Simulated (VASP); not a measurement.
# Mo (I4/mmm) in VASP: further runs

Runs on Mo. Level: PBEsol. Tasks: single point.

Program: VASP 6.6.1. These are calculated values, not measurements. Logs are shortened: lines on timing, memory, paths and dates and some standing lists are left out, and cuts for length are marked.

## (1) The cell of the first run

The structure is tetragonal, space group I4/mmm (No. 139). The conventional cell has a = 3.286 Å, b = 3.286 Å, c = 2.973 Å, α = 90.00°, β = 90.00°, γ = 90.00°. Mo (site symmetry 4/mmm) has 14 Mo at 2.76 to 3.29 Å within 3.6 Å.

## (2) Single point, PBEsol (strain +0.050 along x and y, -0.050 along z)

INCAR

```
ALGO = Fast
EDIFF = 1E-6
ENCUT = 520
GGA = PS
ISIF = 2
ISMEAR = 0
LASPH = T
LCHARG = F
LREAL = F
LWAVE = F
NBANDS = 13
NELM = 60
PREC = Accurate
SIGMA = 0.15
```

KPOINTS

```
k-points
0
Gamma
  26 26 26
```

POSCAR

```
Mo
1.0
   -1.6428860985      1.6428860985      1.4864207557
    1.6428860985     -1.6428860985      1.4864207557
    1.6428860985      1.6428860985     -1.4864207557
Mo
1
Direct
    0.0000000000      0.0000000000      0.0000000000
```

Potentials or basis: VASP PAW PBE potentials, release 64 (Mo_sv).

Started as:

```
> cat potpaw_PBE.64/Mo_sv/POTCAR > POTCAR
> mpirun -np 1 vasp_std > vasp.out
```

OUTCAR:

```text
EDIFF = 1E-6
   ENCUT = 520
   GGA = PS
   ISIF = 2
   ISMEAR = 0
   LASPH = T
   LREAL = F
   NELM = 60
   PREC = Accurate

 ion  position               nearest neighbor table
   1  0.000  0.000  0.000-

  LATTYP: Found a body centered tetragonal cell.
 ALAT       =     3.2857721970
 C/A-ratio  =     0.9047619047

  Lattice vectors:

 A1 = (  -1.6428860985,   1.6428860985,   1.4864207557)
 A2 = (   1.6428860985,  -1.6428860985,   1.4864207557)
 A3 = (   1.6428860985,   1.6428860985,  -1.4864207557)

Analysis of symmetry for initial positions (statically):
=====================================================================
 Subroutine PRICEL returns:
 Original cell was already a primitive cell.

 Routine SETGRP: Setting up the symmetry group for a
 body centered tetragonal supercell.

 Subroutine GETGRP returns: Found 16 space group operations
 (whereof 16 operations were pure point group operations)
 out of a pool of 16 trial point group operations.

The static configuration has the point symmetry D_4h.

Analysis of symmetry for dynamics (positions and initial velocities):
=====================================================================
 Subroutine PRICEL returns:
 Original cell was already a primitive cell.

 Routine SETGRP: Setting up the symmetry group for a
 body centered tetragonal supercell.

 Subroutine GETGRP returns: Found 16 space group operations
 (whereof 16 operations were pure point group operations)
 out of a pool of 16 trial point group operations.

The dynamic configuration has the point symmetry D_4h.

 Subroutine INISYM returns: Found 16 space group operations
 (whereof 16 operations are pure point group operations),
 and found     1 'primitive' translations

----------------------------------------------------------------------------------------

                                     Primitive cell

  volume of cell :      16.0478

  direct lattice vectors                    reciprocal lattice vectors
    -1.642886099  1.642886099  1.486420756     0.000000000  0.304342462  0.336378511
     1.642886099 -1.642886099  1.486420756     0.304342462  0.000000000  0.336378511
     1.642886099  1.642886099 -1.486420756     0.304342462  0.304342462  0.000000000

  length of vectors
     2.758187109  2.758187109  2.758187109     0.453624114  0.453624114  0.430405237

  position of ions in fractional coordinates (direct lattice)
     0.000000000  0.000000000  0.000000000

  ion indices of the primitive-cell ions
   primitive index   ion index
                 1           1

----------------------------------------------------------------------------------------

 KPOINTS: k-points

Automatic generation of k-mesh.
 Grid dimensions read from file:
 generate k-points for:   26   26   26

 Generating k-lattice:

  Cartesian coordinates                     Fractional coordinates (reciprocal lattice)
     0.000000000  0.011705479  0.012937635     0.038461538  0.000000000 -0.000000000
     0.011705479  0.000000000  0.012937635     0.000000000  0.038461538 -0.000000000
     0.011705479  0.011705479  0.000000000     0.000000000  0.000000000  0.038461538

  Length of vectors
     0.017447081  0.017447081  0.016554048

  Shift w.r.t. Gamma in fractional coordinates (k-lattice)
     0.000000000  0.000000000  0.000000000

 Subroutine IBZKPT returns following result:
 ===========================================

 Found   1330 irreducible k-points:

 Following reciprocal coordinates:
            Coordinates               Weight
  0.000000  0.000000  0.000000      1.000000
  0.038462  0.000000 -0.000000      8.000000
  0.076923  0.000000 -0.000000      8.000000
  0.115385  0.000000 -0.000000      8.000000
  0.153846  0.000000  0.000000      8.000000
  0.192308  0.000000 -0.000000      8.000000
[... 16 lines left out ...]
  0.346154  0.038462 -0.000000     16.000000
  0.384615  0.038462 -0.000000     16.000000
 [... further k-points ...]
   k-points           NKPTS =   1330   k-points in BZ     NKDIM =   1330   number of bands    NBANDS=     13
   number of dos      NEDOS =    301   number of ions     NIONS =      1
   total plane-waves  NPLWV =  13824
   dimension x,y,z NGX =    24 NGY =   24 NGZ =   24
   dimension x,y,z NGXF=    48 NGYF=   48 NGZF=   48
   ions per type =               1
   NGX,Y,Z   is equivalent  to a cutoff of  14.47, 14.47, 14.47 a.u.
   NGXF,Y,Z  is equivalent  to a cutoff of  28.93, 28.93, 28.93 a.u.
 SYSTEM =  unknown system
   PREC   = accura    normal or accurate (medium, high low for compatibility)
   ISTART =      0    job   : 0-new  1-cont  2-samecut
   ICHARG =      2    charge: 1-file 2-atom 10-const
   ISPIN  =      1    spin polarized calculation?
   LNONCOLLINEAR =      F non collinear calculations
   LSORBIT =      F    spin-orbit coupling
   LASPH  =      T    aspherical Exc in radial PAW
   ENCUT  =  520.0 eV  38.22 Ry    6.18 a.u.   5.13  5.13  5.13*2*pi/ulx,y,z
   NELM   =     60;   NELMIN=  2; NELMDL= -5     # of ELM steps
   EDIFF  = 0.1E-05   stopping-criterion for ELM
   LREAL  =      F    real-space projection
   EDIFFG = 0.1E-04   stopping-criterion for IOM
   NSW    =      0    number of steps for IOM
   IBRION =     -1    ionic relax: 0-MD 1-quasi-New 2-CG
   NFREE  =      0    steps in history (QN), initial steepest desc. (CG)
   ISIF   =      2    stress and relaxation
   ISYM   =      2    0-nonsym 1-usesym 2-fastsym
   POTIM  = 0.5000    time-step for ionic-motion
   TEBEG  =    0.0;   TEEND  =   0.0 temperature during run
   PSTRESS=    0.0 pullay stress
   NELECT =      14.0000    total number of electrons
   NUPDOWN=      -1.0000    fix difference up-down
   EMIN   =  10.00;   EMAX   =-10.00  energy-range for DOS
   EFERMI =   0.00;   METHOD = LEGACY
   ISMEAR =     0;   SIGMA  =   0.15  broadening in eV -4-tet -1-fermi 0-gaus
   EFERMI_NEDOS =   21; number of points for ismear=-14 and -15
   IALGO  =     68    algorithm
   IMIX   =      4    mixing-type and parameters
     AMIX     =   0.40;   BMIX     =  1.00
     AMIX_MAG =   1.60;   BMIX_MAG =  1.00
  volume/ion in A,a.u.               =      16.05       108.30
  Fermi-wavevector in a.u.,A,eV,Ry     =   1.564271  2.956043 33.292685  2.446943
  Thomas-Fermi vector in A             =   2.666919
   LORBIT       =      0    0 simple, 1 ext, 2 COOP (PROOUT), +10 PAW based schemes
   GGA     = PS    functional components
   LHFCALC =     F    Hartree Fock is set to
   AEXX    =    0.0000 exact exchange contribution
   IVDW    =     0    specifies the selected vdW correction
   LEPSILON=     F    determine dielectric tensor
   LRPA    =     F    only Hartree local field effects (RPA)
 non-spin polarized calculation
 RMM-DIIS sequential band-by-band and
 Gauss-broadening in eV      SIGMA  =   0.15
  energy-cutoff  :      520.00
  volume of cell :       16.05
 maximum number of plane-waves:       458
 NGX is ok and might be reduce to    24
   NGX = 11   NGY = 11   NGZ = 11

 number of electron      14.0000000 magnetization

 Free energy of the ion-electron system (eV)
  ---------------------------------------------------
  ext. energy  EPLUGINS =         0.00000000
  ---------------------------------------------------
  free energy    TOTEN  =       -11.66065302 eV

  energy without entropy =      -11.65225812  energy(sigma->0) =      -11.65645557

 E-fermi :  12.0137     XC(G=0): -13.3773

 val. band max:       12.0132478385   @ k =  -0.4615   0.3846   0.0385
 cond. band min:      12.0141118236   @ k =  -0.3846   0.3846   0.1538
 fundamental gap:      0.0008639851
 Fermi energy:        12.0136627250

 k-point     1 :       0.0000    0.0000    0.0000
  band No.  band energies     occupation
      1     -49.1308      2.00000
      2     -22.4988      2.00000
      3     -22.4988      2.00000
      4     -22.4290      2.00000
      5       4.8546      2.00000
      6      10.0339      2.00000
      7      11.2218      2.00000
      8      11.2218      2.00000
      9      12.7989      0.00000
     10      14.2927      0.00000
     11      26.2764      0.00000
     12      26.2764      0.00000
     13      28.2655      0.00000

 k-point     2 :       0.0385    0.0000   -0.0000
  band No.  band energies     occupation
      1     -49.1272      2.00000
      2     -22.5094      2.00000
      3     -22.5053      2.00000
      4     -22.4399      2.00000
      5       4.9217      2.00000
      6      10.0518      2.00000
      7      11.2059      2.00000
      8      11.2209      2.00000
      9      12.8041      0.00000
     10      14.2439      0.00000
     11      26.3881      0.00000
     12      26.3944      0.00000
     13      28.3062      0.00000

 k-point     3 :       0.0769    0.0000   -0.0000
  band No.  band energies     occupation
      1     -49.1166      2.00000
      2     -22.5535      2.00000
      3     -22.5244      2.00000
      4     -22.4586      2.00000
      5       5.1188      2.00000
      6      10.0800      2.00000
      7      11.1508      2.00000
      8      11.2473      2.00000
      9      12.8273      0.00000
     10      14.1169      0.00000
     11      26.6954      0.00000
     12      26.7424      0.00000
     13      28.4067      0.00000
[... 305 lines left out ...]
 k-point    23 :       0.3462    0.0385   -0.0000
  band No.  band energies     occupation
      1     -48.9191      2.00000
      2     -23.5626      2.00000
      3     -22.8611      2.00000
      4     -22.5418      2.00000
      5       7.1192      2.00000
      6       8.7264      2.00000
      7      11.9276      1.58289
      8      13.5807      0.00000
      9      14.6805      0.00000
     10      15.1852      0.00000
     11      24.7592      0.00000
     12      26.0068      0.00000
     13      30.4821      0.00000

 k-point    24 :       0.3846    0.0385   -0.0000
  band No.  band energies     occupation
      1     -48.8990      2.00000
      2     -23.6585      2.00000
      3     -22.8959      2.00000
      4     -22.5468      2.00000
      5       7.0119      2.00000
      6       8.5828      2.00000
      7      12.5344      0.00000
      8      13.7169      0.00000
      9      14.9207      0.00000
     10      15.8523      0.00000
     11      24.2337      0.00000
     12      25.0426      0.00000
     13      29.4266      0.00000

 [... further k-points ...]
[... 5 lines left out ...]
  --------------------------------------------------------------------------------------
  -------------------------------------------------------------------------------------
  Total       -1.9121000     -1.9121000      0.8573636      0.0000000     -0.0000000      0.0000000
  in kB     -190.8993808   -190.8993808     85.5970868      0.0000000     -0.0000000      0.0000000
  external PRESSURE =     -98.7338916 kB  Pullay stress =       0.0000000 kB

 VOLUME and BASIS-vectors are now :
 -----------------------------------------------------------------------------
  energy-cutoff  :      520.00
  volume of cell :       16.05
      direct lattice vectors                 reciprocal lattice vectors
    -1.642886099  1.642886099  1.486420756     0.000000000  0.304342462  0.336378511
     1.642886099 -1.642886099  1.486420756     0.304342462  0.000000000  0.336378511
     1.642886099  1.642886099 -1.486420756     0.304342462  0.304342462  0.000000000

 POSITION                                       TOTAL-FORCE (eV/Angst)
 -----------------------------------------------------------------------------------
      0.00000      0.00000      0.00000         0.000000      0.000000      0.000000
 -----------------------------------------------------------------------------------
    total drift:                                0.000000      0.000000      0.000000

  FREE ENERGIE OF THE ION-ELECTRON SYSTEM (eV)
  ---------------------------------------------------
  free  energy   TOTEN  =       -11.6606530220 eV

  energy  without entropy=      -11.6522581171  energy(sigma->0) =      -11.65645557
```

Run time: 90 s. Hardware: 1 thread of Intel Xeon 6975P-C (Granite Rapids), shared host; peak memory 0.36 GiB.

What came out:

```yaml
Free_energy: -11.6607 eV
Pressure: -9.9 GPa
Band_gap_on_the_k_mesh: zero (band 7 reaches 15.83 eV, above the bottom of band 8 at 10.82 eV)
```

Stress tensor (GPa, compression positive):
```
-19.09   0.00   0.00
  0.00 -19.09   0.00
  0.00   0.00   8.56
```

Levels at points of the mesh, in eV from the Fermi level:
```tsv
k point	band 3	band 4	band 5	band 6	band 7	band 8	band 9	band 10	band 11	band 12
(0.00, 0.00, 0.00)	-34.51	-34.44	-7.16	-1.98	-0.79	-0.79	0.79	2.28	14.26	14.26
(0.50, 0.00, 0.00)	-34.94	-34.56	-5.19	-3.60	1.58	1.86	3.07	4.60	11.63	11.82
(0.50, 0.50, 0.00)	-34.78	-34.47	-5.08	-2.36	0.67	1.04	1.81	4.48	10.66	12.30
(0.50, 0.50, 0.50)	-35.47	-35.17	-5.34	-5.10	3.82	3.82	4.14	8.00	8.00	10.66
```

Caveat: the cell differs from its parent crystal (strain +0.050 along x and y, -0.050 along z); the PAW data sets were made with another functional, which shifts forces and pressure a little.

## (3) Single point, PBEsol (strain +0.050 along x and y, -0.025 along z)

INCAR

```
SYSTEM = Mo
PREC = Accurate
ENCUT = 520
EDIFF = 1E-7
ISMEAR = 0
SIGMA = 0.15
LREAL = .FALSE.
LASPH = .TRUE.
NELM = 80
ALGO = Fast
ISIF = 2
LWAVE = .FALSE.
LCHARG = .FALSE.
GGA = PS
NBANDS = 13
```

KPOINTS

```
Automatic mesh
0
G
  26 26 26
  0 0 0
```

POSCAR

```
Mo
1.0
   -1.6428860985      1.6428860985      1.5255370914
    1.6428860985     -1.6428860985      1.5255370914
    1.6428860985      1.6428860985     -1.5255370914
Mo
1
Direct
    0.0000000000      0.0000000000      0.0000000000
```

Potentials or basis: VASP PAW PBE potentials, release 64 (Mo_sv).

Started as:

```
> cat potpaw_PBE.64/Mo_sv/POTCAR > POTCAR
> mpirun -np 1 vasp_std > vasp.out
```

Wall time 1.8 min (1 thread of Intel Xeon 6975P-C (Granite Rapids), shared host); peak memory 0.37 GiB.

Results (log left out):

```
Free energy            : -11.6682 eV
Pressure               : -16.2 GPa
Band gap on the k mesh : zero (band 7 reaches 15.30 eV, above the bottom of band 8 at 10.43 eV)
```

Stress tensor (GPa, compression positive):
```
-22.83   0.00   0.00
  0.00 -22.83   0.00
  0.00   0.00  -2.82
```

Levels at points of the mesh, in eV from the Fermi level:
| k point | band 4 | band 5 | band 6 | band 7 | band 8 | band 9 | band 10 | band 11 |
| --- | --- | --- | --- | --- | --- | --- | --- | --- |
| (0.00, 0.00, 0.00) | -34.54 | -7.08 | -1.76 | -0.92 | -0.92 | 0.99 | 2.04 | 14.33 |
| (0.50, 0.00, 0.00) | -34.61 | -5.05 | -3.41 | 1.57 | 1.66 | 2.69 | 4.44 | 11.12 |
| (0.50, 0.50, 0.00) | -34.55 | -4.97 | -2.53 | 0.88 | 1.08 | 1.84 | 4.33 | 10.42 |
| (0.50, 0.50, 0.50) | -35.25 | -5.14 | -4.97 | 3.67 | 3.67 | 3.91 | 8.01 | 8.01 |

Caveat: the cell differs from its parent crystal (strain +0.050 along x and y, -0.025 along z); the PAW data sets were made with another functional, which shifts forces and pressure a little.
